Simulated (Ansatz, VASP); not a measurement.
## One calculation of SrRu3, two programs

File INCAR:

```
  PREC = Accurate
  ENCUT = 520
  EDIFF = 1E-6
  ISMEAR = 0
  SIGMA = 0.05
  LREAL = False
  LASPH = True
  NELM = 80
  ALGO = Normal
  ISIF = 2
  LWAVE = False
  LCHARG = True
  GGA = PS
  LELF = True
  LVHAR = True
  NBANDS = 34
```

KPOINTS

```
regular mesh
0
Gamma
  8 8 8
```

The input POSCAR:

```
SrRu3
1.0
    4.0469936537      0.0000000000      0.0000000000
    0.0000000000      4.0469936537      0.0000000000
    0.0000000000      0.0000000000      4.0469936537
Sr Ru
1 3
Direct
    0.0000000000      0.0000000000      0.0000000000
    0.0000000000      0.5000000000      0.5000000000
    0.5000000000      0.5000000000      0.0000000000
    0.5000000000      0.0000000000      0.5000000000
```

Input for Ansatz:

```yaml
crystal:
  lattice:
    - [4.0469936537, 0.0, 0.0]
    - [0.0, 4.0469936537, 0.0]
    - [0.0, 0.0, 4.0469936537]
  atoms:
    - { symbol: Sr, position: [0.0, 0.0, 0.0] }
    - { symbol: Ru, position: [0.0, 0.5, 0.5] }
    - { symbol: Ru, position: [0.5, 0.5, 0.0] }
    - { symbol: Ru, position: [0.5, 0.0, 0.5] }
basis:
  ecutwfc: 420
  ecutrho_ratio: 4
kpoints:
  mp_grid: { grid: [8, 8, 8] }
hamiltonian:
  xc: pbesol
scf:
  occupations: { method: gaussian, width: 0.05 }
output:
  forces: true
  stress: true
  eigenvalues: true
```

Alike in both runs: task single point; functional PBEsol; k mesh 8 × 8 × 8; occupations gaussian, width 0.05 eV; no spin polarisation.

```csv
,VASP,Ansatz
version,VASP 6.6.1,Ansatz 0.2.0
potentials or method,"VASP PAW PBE potentials, release 64 (Sr_sv, Ru_pv), cutoff 520 eV","scalar-relativistic, plane waves, PAW"
valence electrons in the cell,52,58
```

Ansatz gave:

| Item | Value |
| --- | --- |
| pressure (GPa) | 1.0 |

Q: Which values does VASP return?

A: Pressure (GPa): 1.7.

VASP's potentials were made for PBE, not for PBEsol. VASP's potentials hold 52 valence electrons a cell and Ansatz's 58, so a difference there can come from the potentials and not from the codes.
